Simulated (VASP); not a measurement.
Runs of VASP 6.6.1 on NaCl. The structure is that of space group Fm-3m (No. 225), or close to it. The cells are those of the table. 

| level | cell | k mesh | smearing | gap on the mesh (eV) | pressure (GPa) |
| --- | --- | --- | --- | --- | --- |
| PBE | a = 3.964, b = 3.964, c = 3.914 Å, angles 60.4, 60.4, 60.8°, 2 atoms | 8 × 8 × 8 | fermi-dirac 0.02 eV | 5.13 | (c) |
| r2SCAN | a = 3.969, b = 3.969, c = 3.983 Å, angles 59.9, 59.9, 60.2°, 2 atoms | 8 × 8 × 8 | gaussian 0.01 eV | 5.96 | (b) |
| PBE | a = 3.911 Å, angles 60.9°, 2 atoms | 8 × 8 × 8 | fermi-dirac 0.02 eV | 5.21 | 1.9 |
| PBE | a = 3.969, b = 3.969, c = 3.983 Å, angles 59.9, 59.9, 60.2°, 2 atoms | 8 × 8 × 8 | fermi-dirac 0.02 eV | 5.15 | 1.0 |
| PBE | a = 3.964 Å, angles 60.0°, 2 atoms | 4 × 4 × 4 | gaussian 0.01 eV | (a) | 1.3 |

Alike in all rows: task single point; potentials or basis VASP PAW PBE potentials, release 64 (Na_pv, Cl); no spin polarisation; cutoff (eV) 520.

Task: Estimate the missing entries.

Result: (a) 5.18; (b) -0.4; (c) 1.2.

Caveats: some runs use coarse meshes; the PAW data sets were made with another functional, which shifts forces and pressure a little (some runs).

A k mesh can miss the band edges.
